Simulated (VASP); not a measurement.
# BN (P3m1) in VASP: a series of runs

Runs on BN. Level: r2SCAN. Tasks: single point.

All numbers are computed with VASP 6.6.1; they aren't measurements. Logs are shortened: lines on timing, memory, paths and dates and some standing lists are left out, and cuts for length are marked.

## Step 1: The cell of the first run

It takes space group P3m1 (No. 156, trigonal). The conventional cell has a = 2.554 Å, b = 2.554 Å, c = 4.227 Å, α = 90.00°, β = 90.00°, γ = 120.00°. B (site symmetry 3m) has 4 N at 1.48 to 1.57 Å within 2.0 Å. Within 2.1 Å of B (site symmetry 3m) lie 4 N at 1.58 to 1.60 Å. N (site symmetry 3m) has 4 B at 1.48 to 1.60 Å within 2.0 Å. N (site symmetry 3m) has 4 B at 1.57 to 1.58 Å within 2.1 Å.

## Step 2: Single point, r2SCAN (atom 3 (N) moved by (+0.000, +0.100) A along [1 1 0] and z)

Contents of POSCAR:

```
BN
1.0
    2.5539396017      0.0000000000      0.0000000000
   -1.2769698009      2.2117765748      0.0000000000
    0.0000000000      0.0000000000      4.2268550000
B N
2 2
Direct
    0.6666666667      0.3333333333      0.9997240000
    0.3333333333      0.6666666667      0.4997240000
    0.6666666667      0.3333333333      0.6489342518
    0.3333333333      0.6666666667      0.1252760000
```

Contents of INCAR.step1:

```
PREC     = Accurate       # precision mode
ENCUT    = 910            # plane-wave cutoff, eV
ISMEAR   = 0              # smearing method
SIGMA    = 0.05           # smearing width, eV
LREAL    = F              # projectors in reciprocal space
LASPH    = T              # aspherical terms in the spheres
NELM     = 120            # most SCF steps
NBANDS   = 16             # bands
GGA      = PE             # functional
ALGO     = Normal         # electronic algorithm
EDIFF    = 1E-5           # SCF threshold, eV
LWAVE    = T              # write WAVECAR
LCHARG   = F              # write CHGCAR
GGA_COMPAT= F
```

Contents of INCAR.step2:

```
PREC     = Accurate       # precision mode
ENCUT    = 910            # plane-wave cutoff, eV
EDIFF    = 1E-6           # SCF threshold, eV
ISMEAR   = 0              # smearing method
SIGMA    = 0.05           # smearing width, eV
LREAL    = F              # projectors in reciprocal space
LASPH    = T              # aspherical terms in the spheres
NELM     = 120            # most SCF steps
ALGO     = Normal         # electronic algorithm
ISIF     = 2              # what is computed and relaxed
LWAVE    = F              # write WAVECAR
LCHARG   = F              # write CHGCAR
METAGGA  = R2SCAN         # meta-GGA
LMIXTAU  = T            
NBANDS   = 16             # bands
ISTART   = 1            
GGA_COMPAT= F
```

Contents of KPOINTS:

```
Automatic mesh
0
Gamma
  12 12 6
```

Potentials or basis: VASP PAW PBE potentials, release 64 (B_h, N_h).

The run is started by

```console
> cat potpaw_PBE.64/B_h/POTCAR potpaw_PBE.64/N_h/POTCAR > POTCAR
> cp INCAR.step1 INCAR
> mpirun -np 1 vasp_std > vasp.out
> cp INCAR.step2 INCAR
> mpirun -np 1 vasp_std > vasp.out
```

OUTCAR:

```text
PREC = Accurate
   ENCUT = 910
   EDIFF = 1E-6
   ISMEAR = 0
   LREAL = F
   LASPH = T
   NELM = 120
   ISIF = 2
   METAGGA = R2SCAN
   ISTART = 1

 ion  position               nearest neighbor table
   1  0.667  0.333  1.000-
   2  0.333  0.667  0.500-
   3  0.667  0.333  0.649-
   4  0.333  0.667  0.125-

  LATTYP: Found a hexagonal cell.
 ALAT       =     2.5539396017
 C/A-ratio  =     1.6550332659

  Lattice vectors:

 A1 = (   2.5539396017,   0.0000000000,   0.0000000000)
 A2 = (  -1.2769698009,   2.2117765748,   0.0000000000)
 A3 = (   0.0000000000,   0.0000000000,   4.2268550000)

Analysis of symmetry for initial positions (statically):
=====================================================================
 Subroutine PRICEL returns:
 Original cell was already a primitive cell.

 Routine SETGRP: Setting up the symmetry group for a
 hexagonal supercell.

 Subroutine GETGRP returns: Found  6 space group operations
 (whereof  6 operations were pure point group operations)
 out of a pool of 24 trial point group operations.

The static configuration has the point symmetry C_3v.

Analysis of symmetry for dynamics (positions and initial velocities):
=====================================================================
 Subroutine PRICEL returns:
 Original cell was already a primitive cell.

 Routine SETGRP: Setting up the symmetry group for a
 hexagonal supercell.

 Subroutine GETGRP returns: Found  6 space group operations
 (whereof  6 operations were pure point group operations)
 out of a pool of 24 trial point group operations.

The dynamic configuration has the point symmetry C_3v.

 Subroutine INISYM returns: Found  6 space group operations
 (whereof  6 operations are pure point group operations),
 and found     1 'primitive' translations

----------------------------------------------------------------------------------------

                                     Primitive cell

  volume of cell :      23.8764

  direct lattice vectors                    reciprocal lattice vectors
[... 87 lines left out ...]
   LSORBIT =      F    spin-orbit coupling
   LASPH  =      T    aspherical Exc in radial PAW
   ENCUT  =  910.0 eV  66.88 Ry    8.18 a.u.   6.28  6.28 10.40*2*pi/ulx,y,z
   NELM   =    120;   NELMIN=  2; NELMDL=  0     # of ELM steps
   EDIFF  = 0.1E-05   stopping-criterion for ELM
   LREAL  =      F    real-space projection
   EDIFFG = 0.1E-04   stopping-criterion for IOM
   NSW    =      0    number of steps for IOM
   IBRION =     -1    ionic relax: 0-MD 1-quasi-New 2-CG
   NFREE  =      0    steps in history (QN), initial steepest desc. (CG)
   ISIF   =      2    stress and relaxation
   ISYM   =      2    0-nonsym 1-usesym 2-fastsym
   POTIM  = 0.5000    time-step for ionic-motion
   TEBEG  =    0.0;   TEEND  =   0.0 temperature during run
   PSTRESS=    0.0 pullay stress
   NELECT =      16.0000    total number of electrons
   NUPDOWN=      -1.0000    fix difference up-down
   EMIN   =  10.00;   EMAX   =-10.00  energy-range for DOS
   EFERMI =   0.00;   METHOD = LEGACY
   ISMEAR =     0;   SIGMA  =   0.05  broadening in eV -4-tet -1-fermi 0-gaus
   EFERMI_NEDOS =   21; number of points for ismear=-14 and -15
   IALGO  =     38    algorithm
   IMIX   =      4    mixing-type and parameters
     AMIX     =   0.40;   BMIX     =  1.00
     AMIX_MAG =   1.60;   BMIX_MAG =  1.00
  volume/ion in A,a.u.               =       5.97        40.28
  Fermi-wavevector in a.u.,A,eV,Ry     =   1.432600  2.707222 27.923836  2.052344
  Thomas-Fermi vector in A             =   2.552210
   LORBIT       =      0    0 simple, 1 ext, 2 COOP (PROOUT), +10 PAW based schemes
   METAGGA = R2SCAN    functional components
   LHFCALC =     F    Hartree Fock is set to
   AEXX    =    0.0000 exact exchange contribution
   IVDW    =     0    specifies the selected vdW correction
   LEPSILON=     F    determine dielectric tensor
   LRPA    =     F    only Hartree local field effects (RPA)
 non-spin polarized calculation
 Gauss-broadening in eV      SIGMA  =   0.05
  energy-cutoff  :      910.00
  volume of cell :       23.88
 maximum number of plane-waves:      1521
 NGX is ok and might be reduce to    28
   NGX = 13   NGY = 13   NGZ = 21

 number of electron      15.9999999 magnetization

 Free energy of the ion-electron system (eV)
  ---------------------------------------------------
  ext. energy  EPLUGINS =         0.00000000
  ---------------------------------------------------
  free energy    TOTEN  =       -38.11037221 eV

  energy without entropy =      -38.11037221  energy(sigma->0) =      -38.11037221

 E-fermi :   9.4547     XC(G=0): -13.6923

 val. band max:        9.2241997734   @ k =   0.0000   0.0000   0.0000
 cond. band min:      14.0779183329   @ k =   0.3333   0.3333   0.0000
 fundamental gap:      4.8537185596
 Fermi energy:         9.4546767873

 k-point     1 :       0.0000    0.0000    0.0000
  band No.  band energies     occupation
      1     -12.4192      2.00000
      2      -8.2195      2.00000
      3      -2.4226      2.00000
      4       6.8461      2.00000
      5       6.8461      2.00000
      6       8.1092      2.00000
[... 433 lines left out ...]
      3      -1.0486      2.00000
      4       4.5321      2.00000
      5       6.0160      2.00000
      6       6.3515      2.00000
[... 8 lines left out ...]
     15      23.0859      0.00000
     16      25.5865      0.00000

 [... further k-points ...]

------------------------ aborting loop because EDIFF is reached ----------------------------------------

  FORCE on cell =-STRESS in cart. coord.  units (eV):
  Direction    XX          YY          ZZ          XY          YZ          ZX
  --------------------------------------------------------------------------------------
  -------------------------------------------------------------------------------------
  Total       -0.6417782     -0.6417782     -0.3667200      0.0000000      0.0000000     -0.0000000
  in kB      -43.0651849    -43.0651849    -24.6079784      0.0000000      0.0000000     -0.0000000
  external PRESSURE =     -36.9127827 kB  Pullay stress =       0.0000000 kB

 VOLUME and BASIS-vectors are now :
 -----------------------------------------------------------------------------
  energy-cutoff  :      910.00
  volume of cell :       23.88
      direct lattice vectors                 reciprocal lattice vectors
     2.553939602  0.000000000  0.000000000     0.391551938  0.226062617  0.000000000
    -1.276969801  2.211776575  0.000000000     0.000000000  0.452125233  0.000000000
     0.000000000  0.000000000  4.226855000     0.000000000  0.000000000  0.236582518

 POSITION                                       TOTAL-FORCE (eV/Angst)
 -----------------------------------------------------------------------------------
      1.27697      0.73726      4.22569        -0.000000      0.000000      1.267266
     -0.00000      1.47452      2.11226        -0.000000      0.000000      1.575940
      1.27697      0.73726      2.74295        -0.000000     -0.000000     -4.287109
     -0.00000      1.47452      0.52952         0.000000     -0.000000      1.443904
 -----------------------------------------------------------------------------------
    total drift:                                0.000000      0.000000      0.001753

  FREE ENERGIE OF THE ION-ELECTRON SYSTEM (eV)
  ---------------------------------------------------
  free  energy   TOTEN  =       -38.1103722116 eV

  energy  without entropy=      -38.1103722116  energy(sigma->0) =      -38.11037221
```

OSZICAR.step1:

```text
N       E                     dE             d eps       ncg     rms          rms(c)
DAV:   1     0.600036830206E+02    0.60004E+02   -0.11733E+04  3200   0.151E+03
DAV:   2    -0.314346459219E+02   -0.91438E+02   -0.82161E+02  4680   0.245E+02
DAV:   3    -0.365371422812E+02   -0.51025E+01   -0.50720E+01  4288   0.542E+01
DAV:   4    -0.365689902137E+02   -0.31848E-01   -0.31843E-01  3616   0.500E+00
DAV:   5    -0.365692322081E+02   -0.24199E-03   -0.24199E-03  4192   0.434E-01    0.852E+00
DAV:   6    -0.347992690725E+02    0.17700E+01   -0.22427E+00  4016   0.132E+01    0.321E+00
DAV:   7    -0.346942912253E+02    0.10498E+00   -0.41077E-01  4216   0.495E+00    0.179E+00
DAV:   8    -0.346687626857E+02    0.25529E-01   -0.53370E-02  3920   0.200E+00    0.276E-01
DAV:   9    -0.346675291717E+02    0.12335E-02   -0.32324E-03  4032   0.590E-01    0.105E-01
DAV:  10    -0.346679024259E+02   -0.37325E-03   -0.96077E-04  3936   0.244E-01    0.458E-02
DAV:  11    -0.346678974668E+02    0.49591E-05   -0.83674E-05  4200   0.917E-02
   1 F= -.34667897E+02 E0= -.34667897E+02  d E =-.241778E-16
```

It took 2.2 min on 1 thread of Intel Xeon 6975P-C (Granite Rapids), shared host; peak memory 0.22 GiB.

Results:

- Free energy: -38.1104 eV
- Pressure: -3.7 GPa
- Largest force: 4.287 eV/Å
- Band gap on the k mesh: 4.85 eV (least direct gap 8.44 eV)

Forces on the atoms (eV/Å):
```
B    0.000  0.000  1.267
B    0.000  0.000  1.576
N    0.000  0.000 -4.287
N    0.000  0.000  1.444
```

Caveat: the cell differs from its parent crystal (atom 3 (N) moved by (+0.000, +0.100) A along [1 1 0] and z); the cutoff is under 1.25 times the usual one of these potentials, so pressure, stress and relaxed cells hold a basis-set (Pulay) error; the cell stands under tension; the PAW data sets were made with another functional, which shifts forces and pressure a little. A k mesh can miss the band edges.

## Step 3: Single point, r2SCAN (atom 3 (N) moved by (+0.000, -0.200) A along [1 1 0] and z)

POSCAR: that of step 2 with these lines changed.

```diff
@@ -10,3 +10,3 @@
     0.3333333333      0.6666666667      0.4997240000
-    0.6666666667      0.3333333333      0.6489342518
+    0.6666666667      0.3333333333      0.5779594964
     0.3333333333      0.6666666667      0.1252760000
```

Contents of INCAR.step1:

```
SYSTEM = BN
PREC = Accurate ; ENCUT = 910
ISMEAR = 0 ; SIGMA = 0.05
LREAL = .False. ; LASPH = .True.
NELM = 120 ; NBANDS = 16
GGA = PE ; ALGO = Normal
EDIFF = 1E-5 ; LWAVE = .True.
LCHARG = .False. ; GGA_COMPAT = .False.
```

Contents of INCAR.step2:

```
SYSTEM = BN
PREC = Accurate ; ENCUT = 910
EDIFF = 1E-6 ; ISMEAR = 0
SIGMA = 0.05 ; LREAL = .False.
LASPH = .True. ; NELM = 120
ALGO = Normal ; ISIF = 2
LWAVE = .False. ; LCHARG = .False.
METAGGA = R2SCAN ; LMIXTAU = .True.
NBANDS = 16 ; ISTART = 1
GGA_COMPAT = .False.
```

Contents of KPOINTS:

```
Automatic mesh
0
Gamma
  12 12 6
  0 0 0
```

Potentials or basis: VASP PAW PBE potentials, release 64 (B_h, N_h).

The run is started by

```console
> cat potpaw_PBE.64/B_h/POTCAR potpaw_PBE.64/N_h/POTCAR > POTCAR
> cp INCAR.step1 INCAR
> mpirun -np 1 vasp_std > vasp.out
> cp INCAR.step2 INCAR
> mpirun -np 1 vasp_std > vasp.out
```

OUTCAR:

```text
SYSTEM = BN
   PREC = Accurate
   ENCUT = 910
   EDIFF = 1E-6
   ISMEAR = 0
   LREAL = .False.
   LASPH = .True.
   NELM = 120
   ISIF = 2
   METAGGA = R2SCAN
   ISTART = 1

 ion  position               nearest neighbor table
   1  0.667  0.333  1.000-
   2  0.333  0.667  0.500-
   3  0.667  0.333  0.578-
   4  0.333  0.667  0.125-

  LATTYP: Found a hexagonal cell.
 ALAT       =     2.5539396017
 C/A-ratio  =     1.6550332659

  Lattice vectors:

 A1 = (   2.5539396017,   0.0000000000,   0.0000000000)
 A2 = (  -1.2769698009,   2.2117765748,   0.0000000000)
 A3 = (   0.0000000000,   0.0000000000,   4.2268550000)

Analysis of symmetry for initial positions (statically):
=====================================================================
 Subroutine PRICEL returns:
 Original cell was already a primitive cell.

 Routine SETGRP: Setting up the symmetry group for a
 hexagonal supercell.

 Subroutine GETGRP returns: Found  6 space group operations
 (whereof  6 operations were pure point group operations)
 out of a pool of 24 trial point group operations.

The static configuration has the point symmetry C_3v.

Analysis of symmetry for dynamics (positions and initial velocities):
=====================================================================
 Subroutine PRICEL returns:
 Original cell was already a primitive cell.

 Routine SETGRP: Setting up the symmetry group for a
 hexagonal supercell.

 Subroutine GETGRP returns: Found  6 space group operations
 (whereof  6 operations were pure point group operations)
 out of a pool of 24 trial point group operations.

The dynamic configuration has the point symmetry C_3v.
[... 118 lines left out ...]
   ISMEAR =     0;   SIGMA  =   0.05  broadening in eV -4-tet -1-fermi 0-gaus
   EFERMI_NEDOS =   21; number of points for ismear=-14 and -15
   IALGO  =     38    algorithm
   IMIX   =      4    mixing-type and parameters
     AMIX     =   0.40;   BMIX     =  1.00
     AMIX_MAG =   1.60;   BMIX_MAG =  1.00
  volume/ion in A,a.u.               =       5.97        40.28
  Fermi-wavevector in a.u.,A,eV,Ry     =   1.432600  2.707222 27.923836  2.052344
  Thomas-Fermi vector in A             =   2.552210
   LORBIT       =      0    0 simple, 1 ext, 2 COOP (PROOUT), +10 PAW based schemes
   METAGGA = R2SCAN    functional components
   LHFCALC =     F    Hartree Fock is set to
   AEXX    =    0.0000 exact exchange contribution
   IVDW    =     0    specifies the selected vdW correction
   LEPSILON=     F    determine dielectric tensor
   LRPA    =     F    only Hartree local field effects (RPA)
 non-spin polarized calculation
 Gauss-broadening in eV      SIGMA  =   0.05
  energy-cutoff  :      910.00
  volume of cell :       23.88
 maximum number of plane-waves:      1521
 NGX is ok and might be reduce to    28
   NGX = 13   NGY = 13   NGZ = 21

 number of electron      15.9999999 magnetization

 Free energy of the ion-electron system (eV)
  ---------------------------------------------------
  ext. energy  EPLUGINS =         0.00000000
  ---------------------------------------------------
  free energy    TOTEN  =       -37.66869857 eV

  energy without entropy =      -37.66869857  energy(sigma->0) =      -37.66869857

 E-fermi :   9.8686     XC(G=0): -13.6849

 val. band max:        9.6048387730   @ k =   0.0000   0.0000   0.0000
 cond. band min:      15.4014738026   @ k =   0.5000   0.0000   0.5000
 fundamental gap:      5.7966350296
 Fermi energy:         9.8685991636

 k-point     1 :       0.0000    0.0000    0.0000
  band No.  band energies     occupation
      1     -12.5026      2.00000
      2      -8.1563      2.00000
      3      -2.0180      2.00000
      4       6.3742      2.00000
      5       6.3742      2.00000
      6       8.5846      2.00000
[... 433 lines left out ...]
      3      -0.5971      2.00000
      4       4.0979      2.00000
      5       5.5112      2.00000
      6       6.3084      2.00000
[... 8 lines left out ...]
     15      22.8719      0.00000
     16      25.6851      0.00000

 [... further k-points ...]

------------------------ aborting loop because EDIFF is reached ----------------------------------------

  FORCE on cell =-STRESS in cart. coord.  units (eV):
  Direction    XX          YY          ZZ          XY          YZ          ZX
  --------------------------------------------------------------------------------------
  -------------------------------------------------------------------------------------
  Total       -0.2061901     -0.2061901      1.2687329      0.0000000      0.0000000     -0.0000000
  in kB      -13.8359526    -13.8359526     85.1356721      0.0000000      0.0000000     -0.0000000
  external PRESSURE =      19.1545890 kB  Pullay stress =       0.0000000 kB

 VOLUME and BASIS-vectors are now :
 -----------------------------------------------------------------------------
  energy-cutoff  :      910.00
  volume of cell :       23.88
      direct lattice vectors                 reciprocal lattice vectors
     2.553939602  0.000000000  0.000000000     0.391551938  0.226062617  0.000000000
    -1.276969801  2.211776575  0.000000000     0.000000000  0.452125233  0.000000000
     0.000000000  0.000000000  4.226855000     0.000000000  0.000000000  0.236582518

 POSITION                                       TOTAL-FORCE (eV/Angst)
 -----------------------------------------------------------------------------------
      1.27697      0.73726      4.22569        -0.000000     -0.000000     -0.319870
     -0.00000      1.47452      2.11226         0.000000     -0.000000     -2.603475
      1.27697      0.73726      2.44295         0.000000     -0.000000      6.073464
     -0.00000      1.47452      0.52952        -0.000000      0.000000     -3.150119
 -----------------------------------------------------------------------------------
    total drift:                               -0.000000     -0.000000      0.005384

  FREE ENERGIE OF THE ION-ELECTRON SYSTEM (eV)
  ---------------------------------------------------
  free  energy   TOTEN  =       -37.6686985691 eV

  energy  without entropy=      -37.6686985691  energy(sigma->0) =      -37.66869857
```

Wall time 5.7 min (1 thread of Intel Xeon Platinum 8375C at 2.90GHz (Ice Lake), shared host); peak memory 0.22 GiB.

What came out:

```
Free energy            : -37.6687 eV
Pressure               : 1.9 GPa
Largest force          : 6.073 eV/Å
Band gap on the k mesh : 5.80 eV (least direct gap 7.29 eV)
```

Forces in eV/Å, atoms in the order of the input:
```
B    0.000  0.000 -0.320
B    0.000  0.000 -2.603
N    0.000  0.000  6.073
N    0.000  0.000 -3.150
```

Stress tensor (GPa, compression positive):
```
-1.38  0.00  0.00
 0.00 -1.38  0.00
 0.00  0.00  8.51
```

Caveat: the cell differs from its parent crystal (atom 3 (N) moved by (+0.000, -0.200) A along [1 1 0] and z); the cutoff is under 1.25 times the usual one of these potentials, so pressure, stress and relaxed cells hold a basis-set (Pulay) error; the PAW data sets were made with another functional, which shifts forces and pressure a little. A k mesh can miss the band edges.
